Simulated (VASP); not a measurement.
Set up this calculation in VASP 6.6.1, as the native input.

```
Task                   : single point
Functional             : PBE
Potentials or basis    : VASP PAW PBE potentials, release 64 (Ni, Al)
Cutoff                 : 520 eV
k mesh                 : 14 × 14 × 14
Occupations            : fermi-dirac, width 0.05 eV
Spin                   : no spin polarisation
Dipole correction      : no
Further INCAR settings : ALGO = Normal; EDIFF = 1e-07; NBANDS = 14
```

The structure of AlNi (CsCl type) lies in POSCAR:

```
AlNi
1.0
    2.8432035792      0.0000000000      0.0000000000
    0.0000000000      2.8432035792      0.0000000000
    0.0000000000      0.0000000000      2.8432035792
Ni Al
1 1
Direct
    0.0000000000      0.0000000000      0.0000000000
    0.5000000000      0.5000000000      0.5000000000
```

These files were run (other wordings do the same):

INCAR

```
SYSTEM = AlNi
  PREC = Accurate
  ENCUT = 520
  EDIFF = 1E-7
  ISMEAR = -1
  SIGMA = 0.05
  LREAL = .FALSE.
  LASPH = .TRUE.
  NELM = 100
  ALGO = Normal
  ISIF = 2
  LWAVE = .FALSE.
  LCHARG = .FALSE.
  GGA = PE
  NBANDS = 14
```

KPOINTS

```
regular mesh
0
G
  14 14 14
  0 0 0
```

Potentials or basis: VASP PAW PBE potentials, release 64 (Ni, Al).

Run with:

```bash
$ cat potpaw_PBE.64/Ni/POTCAR potpaw_PBE.64/Al/POTCAR > POTCAR
$ mpirun -np 1 vasp_std > vasp.out
```

Results of the run:

```yaml
Pressure: 9.3 GPa
```

It took 12 s on 1 thread of Intel(R) Xeon(R) 6975P-C (Granite Rapids), on a shared host, peak memory 0.16 GiB.
